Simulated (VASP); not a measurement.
# MnS (P6_3mc) in VASP: single point with PBEsol+U

Aim: the single point of MnS with PBEsol+U.

All numbers are computed with VASP 6.6.1; they aren't measurements. Logs are shortened: lines on timing, memory, paths and dates and some standing lists are left out, and cuts for length are marked.

### 1 The cell of the first run

Symmetry: P6_3mc, No. 186, hexagonal system. Conventional cell: a = 3.976 Å, b = 3.976 Å, c = 6.432 Å, α = 90.00°, β = 90.00°, γ = 120.00°. Within 3.2 Å of Mn (site symmetry 3m) lie 4 S at 2.41 to 2.48 Å. S (site symmetry 3m) has 4 Mn at 2.41 to 2.48 Å within 3.2 Å.

### 2 Single point, PBEsol+U, collinear spin

The input, INCAR:

```
SYSTEM = MnS
  ALGO = Normal
  EDIFF = 1E-7
  ENCUT = 520
  GGA = PS
  ISIF = 2
  ISMEAR = -1
  ISPIN = 2
  LASPH = .TRUE.
  LCHARG = .FALSE.
  LDAU = .TRUE.
  LDAUJ = 0 0
  LDAUL = 2 -1
  LDAUPRINT = 1
  LDAUTYPE = 2
  LDAUU = 6.1 0
  LMAXMIX = 4
  LORBIT = 11
  LREAL = .FALSE.
  LWAVE = .FALSE.
  MAGMOM = 0.14 0.14 0.14 0.14 0 0 0 0
  NBANDS = 52
  NELM = 150
  PREC = Accurate
  SIGMA = 0.03
```

The input, KPOINTS:

```
k-points
0
G
  6 3 3
  0 0 0
```

The input, POSCAR:

```
MnS
1.0
    3.9760013000      0.0000000000      0.0000000000
   -3.9760013000      6.8866362600      0.0000000000
    0.0000000000      0.0000000000      6.4320000000
Mn S
4 4
Direct
    0.3333333300      0.3333333300      0.0000000000
    0.3333333300      0.8333333300      0.0000000000
    0.6666666700      0.1666666700      0.5000000000
    0.6666666700      0.6666666700      0.5000000000
    0.3333333300      0.3333333300      0.3850000000
    0.3333333300      0.8333333300      0.3850000000
    0.6666666700      0.1666666700      0.8850000000
    0.6666666700      0.6666666700      0.8850000000
```

Potentials or basis: VASP PAW PBE potentials, release 64 (Mn_pv, S).

Launch:

```console
$ cat potpaw_PBE.64/Mn_pv/POTCAR potpaw_PBE.64/S/POTCAR > POTCAR
$ mpirun -np 1 vasp_std > vasp.out
```

OUTCAR:

```text
SYSTEM = MnS
   EDIFF = 1E-7
   ENCUT = 520
   GGA = PS
   ISIF = 2
   ISMEAR = -1
   ISPIN = 2
   LASPH = .TRUE.
   LORBIT = 11
   LREAL = .FALSE.
   NELM = 150
   PREC = Accurate

 ion  position               nearest neighbor table
   1  0.333  0.333  0.000-   7 2.41   7 2.41   8 2.41   5 2.48
   2  0.333  0.833  0.000-   8 2.41   8 2.41   7 2.41   6 2.48
   3  0.667  0.167  0.500-   5 2.41   5 2.41   6 2.41   7 2.48
   4  0.667  0.667  0.500-   6 2.41   6 2.41   5 2.41   8 2.48
   5  0.333  0.333  0.385-   3 2.41   3 2.41   4 2.41   1 2.48
   6  0.333  0.833  0.385-   4 2.41   4 2.41   3 2.41   2 2.48
   7  0.667  0.167  0.885-   1 2.41   1 2.41   2 2.41   3 2.48
   8  0.667  0.667  0.885-   2 2.41   2 2.41   1 2.41   4 2.48

  LATTYP: Found a simple orthorhombic cell.
 ALAT       =     3.9760013000
 B/A-ratio  =     1.6177057085
 C/A-ratio  =     1.7320508069

  Lattice vectors:

 A1 = (  -3.9760013000,   0.0000000000,   0.0000000000)
 A2 = (   0.0000000000,   0.0000000000,   6.4320000000)
 A3 = (   0.0000000000,   6.8866362600,   0.0000000000)

Analysis of symmetry for initial positions (statically):
=====================================================================
 Subroutine PRICEL returns following result:

  LATTYP: Found a hexagonal cell.
 ALAT       =     3.9760013000
 C/A-ratio  =     1.6177057085
[... 12 lines left out ...]
 Subroutine GETGRP returns: Found  4 space group operations
 (whereof  2 operations were pure point group operations)
 out of a pool of  8 trial point group operations.

The static configuration has the point symmetry C_1h.
 The point group associated with its full space group is C_2v.

Analysis of symmetry for dynamics (positions and initial velocities):
=====================================================================
 Subroutine PRICEL returns following result:

  LATTYP: Found a hexagonal cell.
 ALAT       =     3.9760013000
 C/A-ratio  =     1.6177057085
[... 12 lines left out ...]
 Subroutine GETGRP returns: Found  4 space group operations
 (whereof  2 operations were pure point group operations)
 out of a pool of  8 trial point group operations.

The dynamic configuration has the point symmetry C_1h.
 The point group associated with its full space group is C_2v.

Analysis of structural, dynamic, and magnetic symmetry:
=====================================================================
 Subroutine PRICEL returns following result:

  LATTYP: Found a hexagonal cell.
 ALAT       =     3.9760013000
 C/A-ratio  =     1.6177057085
[... 12 lines left out ...]
 Subroutine GETGRP returns: Found  4 space group operations
 (whereof  2 operations were pure point group operations)
 out of a pool of  8 trial point group operations.

The overall configuration has the point symmetry C_1h.
 The point group associated with its full space group is C_2v.

 Subroutine INISYM returns: Found  4 space group operations
 (whereof  2 operations are pure point group operations),
 and found     2 'primitive' translations

----------------------------------------------------------------------------------------

                                     Primitive cell

  volume of cell :      88.0582

  direct lattice vectors                    reciprocal lattice vectors
     3.976001300  0.000000000  0.000000000     0.251508972  0.145208773  0.000000000
    -1.988000650  3.443318130  0.000000000     0.000000000  0.290417546  0.000000000
     0.000000000  0.000000000  6.432000000     0.000000000  0.000000000  0.155472637

  length of vectors
     3.976001300  3.976001299  6.432000000     0.290417546  0.290417546  0.155472637

[... 91 lines left out ...]
   EFERMI_NEDOS =   21; number of points for ismear=-14 and -15
   IALGO  =     38    algorithm
   IMIX   =      4    mixing-type and parameters
     AMIX     =   0.40;   BMIX     =  1.00
     AMIX_MAG =   1.60;   BMIX_MAG =  1.00
  volume/ion in A,a.u.               =      22.01       148.56
  Fermi-wavevector in a.u.,A,eV,Ry     =   1.237123  2.337823 20.823345  1.530473
  Thomas-Fermi vector in A             =   2.371703
   LORBIT       =     11    0 simple, 1 ext, 2 COOP (PROOUT), +10 PAW based schemes
 LDA+U is selected, type is set to LDAUTYPE =  2
   angular momentum for each species LDAUL =     2   -1
   U (eV)           for each species LDAUU =   6.1  0.0
   J (eV)           for each species LDAUJ =   0.0  0.0
   GGA     = PS    functional components
   LHFCALC =     F    Hartree Fock is set to
   AEXX    =    0.0000 exact exchange contribution
   IVDW    =     0    specifies the selected vdW correction
   LEPSILON=     F    determine dielectric tensor
   LRPA    =     F    only Hartree local field effects (RPA)
 spin polarized calculation
  energy-cutoff  :      520.00
  volume of cell :      176.12
 maximum number of plane-waves:      4786
 NGX is ok and might be reduce to    30
   NGX = 15   NGY = 29   NGZ = 23

atom =   1  type =  1  l = 2

 onsite density matrix

spin component  1
[... 116 lines left out ...]
  o =  0.0562  v =  0.0000  0.0000  0.0000  0.0000  0.0000  0.0000  0.6462 -0.0001  0.0000 -0.7632      0.0000  0.0000  0.0000  0.0000  0.0000  0.0000  0.0000  0.0000  0.0000  0.0000
  o =  0.0562  v =  0.0000  0.0000  0.0000  0.0000  0.0000 -0.7631  0.0000  0.0000  0.6462  0.0000      0.0000  0.0000  0.0000  0.0000  0.0000  0.0000  0.0000  0.0000  0.0000  0.0000
  o =  0.0739  v =  0.0000  0.0000  0.0000  0.0000  0.0000  0.0000 -0.0000  1.0000  0.0000 -0.0001      0.0000  0.0000  0.0000  0.0000  0.0000  0.0000  0.0000  0.0000  0.0000  0.0000
  o =  0.0930  v =  0.0000  0.0003 -1.0000 -0.0000 -0.0003  0.0000  0.0000  0.0000  0.0000  0.0000      0.0000  0.0000  0.0000  0.0000  0.0000  0.0000  0.0000  0.0000  0.0000  0.0000
  o =  0.5829  v =  0.0000  0.1319 -0.0002  0.0000  0.9913  0.0000  0.0000  0.0000  0.0000  0.0000      0.0000  0.0000  0.0000  0.0000  0.0000  0.0000  0.0000  0.0000  0.0000  0.0000
  o =  0.5829  v = -0.9912  0.0000 -0.0000 -0.1323  0.0000  0.0000  0.0000  0.0000  0.0000  0.0000      0.0000  0.0000  0.0000  0.0000  0.0000  0.0000  0.0000  0.0000  0.0000  0.0000
  o =  0.9045  v =  0.1323  0.0000 -0.0000 -0.9912  0.0000  0.0000  0.0000  0.0000  0.0000  0.0000      0.0000  0.0000  0.0000  0.0000  0.0000  0.0000  0.0000  0.0000  0.0000  0.0000
  o =  0.9045  v =  0.0000 -0.9913 -0.0003  0.0000  0.1319  0.0000  0.0000  0.0000  0.0000  0.0000      0.0000  0.0000  0.0000  0.0000  0.0000  0.0000  0.0000  0.0000  0.0000  0.0000
  o =  0.9091  v =  0.0000  0.0000  0.0000  0.0000  0.0000 -0.6462  0.0000 -0.0000 -0.7631 -0.0000      0.0000  0.0000  0.0000  0.0000  0.0000  0.0000  0.0000  0.0000  0.0000  0.0000
  o =  0.9091  v =  0.0000  0.0000  0.0000  0.0000  0.0000  0.0000  0.7632  0.0001 -0.0000  0.6462      0.0000  0.0000  0.0000  0.0000  0.0000  0.0000  0.0000  0.0000  0.0000  0.0000

 number of electron      75.9999972 magnetization       4.0000062

 Free energy of the ion-electron system (eV)
  ---------------------------------------------------
  ext. energy  EPLUGINS =         0.00000000
  ---------------------------------------------------
  free energy    TOTEN  =       -34.50641731 eV

  energy without entropy =      -34.47895831  energy(sigma->0) =      -34.49268781

 E-fermi :   3.6473     XC(G=0):  -9.4888

 val. band max:        3.6371158723   @ k =   0.3333   0.0000   0.0000
 cond. band min:       3.6574327507   @ k =   0.5000   0.3333   0.3333
 fundamental gap:      0.0203168784
 Fermi energy:         3.6473478913

 spin component 1

 k-point     1 :       0.0000    0.0000    0.0000
  band No.  band energies     occupation
      1     -44.5467      1.00000
      2     -44.5452      1.00000
      3     -44.5439      1.00000
      4     -44.5429      1.00000
      5     -44.0497      1.00000
      6     -44.0492      1.00000
[... 837 lines left out ...]
     49       7.9769      0.00000
     50       8.8876      0.00000
 Fermi energy:         3.6473478913

 spin component 2

 k-point     1 :       0.0000    0.0000    0.0000
  band No.  band energies     occupation
      1     -43.4040      1.00000
      2     -43.4023      1.00000
      3     -43.4009      1.00000
      4     -43.3998      1.00000
      5     -42.9069      1.00000
      6     -42.9064      1.00000
[... 837 lines left out ...]
     49       8.5039      0.00000
     50       9.5997      0.00000
 [bands above 50 left out]

------------------------ aborting loop because EDIFF is reached ----------------------------------------

  FORCE on cell =-STRESS in cart. coord.  units (eV):
  Direction    XX          YY          ZZ          XY          YZ          ZX
  --------------------------------------------------------------------------------------
  -------------------------------------------------------------------------------------
  Total       -8.3380176     -8.3409898    -10.0848373      0.0000000      0.0000000      0.0000000
  in kB      -75.8531626    -75.8802010    -91.7444457      0.0000000      0.0000000      0.0000000
  external PRESSURE =     -81.1592697 kB  Pullay stress =       0.0000000 kB

 VOLUME and BASIS-vectors are now :
 -----------------------------------------------------------------------------
  energy-cutoff  :      520.00
  volume of cell :      176.12
      direct lattice vectors                 reciprocal lattice vectors
     3.976001300  0.000000000  0.000000000     0.251508972  0.145208773  0.000000000
    -3.976001300  6.886636260  0.000000000     0.000000000  0.145208773  0.000000000
     0.000000000  0.000000000  6.432000000     0.000000000  0.000000000  0.155472637

 POSITION                                       TOTAL-FORCE (eV/Angst)
 -----------------------------------------------------------------------------------
      0.00000      2.29555      0.00000        -0.000000     -0.000018     -0.362012
     -1.98800      5.73886      0.00000        -0.000000     -0.000018     -0.362012
      1.98800      1.14777      3.21600         0.000000      0.000018     -0.362012
      0.00000      4.59109      3.21600         0.000000      0.000018     -0.362012
      0.00000      2.29555      2.47632         0.000000      0.000279      0.362012
     -1.98800      5.73886      2.47632         0.000000      0.000279      0.362012
      1.98800      1.14777      5.69232        -0.000000     -0.000279      0.362012
      0.00000      4.59109      5.69232        -0.000000     -0.000279      0.362012
 -----------------------------------------------------------------------------------
    total drift:                               -0.000001     -0.000001      0.000278

  FREE ENERGIE OF THE ION-ELECTRON SYSTEM (eV)
  ---------------------------------------------------
  free  energy   TOTEN  =       -34.5064173090 eV

  energy  without entropy=      -34.4789583092  energy(sigma->0) =      -34.49268781

 total charge

# of ion       s       p       d       tot
------------------------------------------
    1        0.255   6.179   5.049  11.483
    2        0.255   6.179   5.049  11.483
    3        0.255   6.179   5.049  11.483
    4        0.255   6.179   5.049  11.483
    5        1.310   2.383   0.000   3.693
    6        1.310   2.383   0.000   3.693
    7        1.310   2.383   0.000   3.693
    8        1.310   2.383   0.000   3.693
--------------------------------------------------
tot          6.259  34.249  20.196  60.705

 magnetization (x)

# of ion       s       p       d       tot
------------------------------------------
    1        0.015   0.005   1.060   1.080
    2        0.015   0.005   1.060   1.080
    3        0.015   0.005   1.060   1.080
    4        0.015   0.005   1.060   1.080
    5       -0.006  -0.154   0.000  -0.160
    6       -0.006  -0.154   0.000  -0.160
    7       -0.006  -0.154   0.000  -0.160
    8       -0.006  -0.154   0.000  -0.160
--------------------------------------------------
tot          0.035  -0.595   4.239   3.679
```

It took 52 min on 1 thread of Intel Xeon 8259CL, shared host; peak memory 0.48 GiB.

What came out:

| Quantity | Value |
| --- | --- |
| Free energy | -34.5064 eV |
| Pressure | -8.1 GPa |
| Largest force | 0.362 eV/Å |
| Band gap on the k mesh | zero (filled and empty bands overlap) |
| Net moment | 4.00 μB per cell |
| Site moments | Mn +1.08; S -0.16 μB |
| Valence electrons inside the program's atomic spheres | Mn 11.48; S 3.69 |

Forces on the atoms (eV/Å):
```
Mn   0.000  0.000 -0.362
Mn   0.000  0.000 -0.362
Mn   0.000  0.000 -0.362
Mn   0.000  0.000 -0.362
S    0.000  0.000  0.362
S    0.000  0.000  0.362
S    0.000  0.000  0.362
S    0.000  0.000  0.362
```

Stress tensor (GPa, compression positive):
```
-7.59  0.00  0.00
 0.00 -7.59  0.00
 0.00  0.00 -9.17
```

Levels at points of the mesh, in eV from the Fermi level:
Spin up:
```csv
k point,band 36,band 37,band 38,band 39,band 40,band 41,band 42,band 43,band 44,band 45
"(0.00, 0.00, 0.00)",-1.02,-0.58,-0.33,-0.25,-0.02,0.99,0.99,1.39,1.39,1.52
"(0.50, 0.00, 0.00)",-1.02,-0.58,-0.58,-0.33,-0.33,-0.25,-0.25,-0.02,-0.02,1.52
```
Spin down:
```tsv
k point	band 33	band 34	band 35	band 36	band 37	band 38	band 39	band 40
(0.00, 0.00, 0.00)	-1.71	-1.24	-1.24	-1.14	1.66	2.12	2.16	2.25
(0.50, 0.00, 0.00)	-1.71	-1.71	-1.14	-1.14	1.66	1.66	2.12	2.12
```

Eigenvalues of the final occupation matrices:
| site | spin | trace | eigenvalues |
| --- | --- | --- | --- |
| site 1 d | 1 | 3.07 | 0.09 0.58 0.58 0.90 0.90 |
| site 1 d | 2 | 2.00 | 0.06 0.06 0.07 0.91 0.91 |
| site 2 d | 1 | 3.07 | 0.09 0.58 0.58 0.90 0.90 |
| site 2 d | 2 | 2.00 | 0.06 0.06 0.07 0.91 0.91 |
| site 3 d | 1 | 3.07 | 0.09 0.58 0.58 0.90 0.90 |
| site 3 d | 2 | 2.00 | 0.06 0.06 0.07 0.91 0.91 |
| site 4 d | 1 | 3.07 | 0.09 0.58 0.58 0.90 0.90 |
| site 4 d | 2 | 2.00 | 0.06 0.06 0.07 0.91 0.91 |

Caveat: the cell stands under tension; the PAW data sets were made with another functional, which shifts forces and pressure a little.

The gap in the log of VASP goes by the Fermi energy; the results here count the filled bands.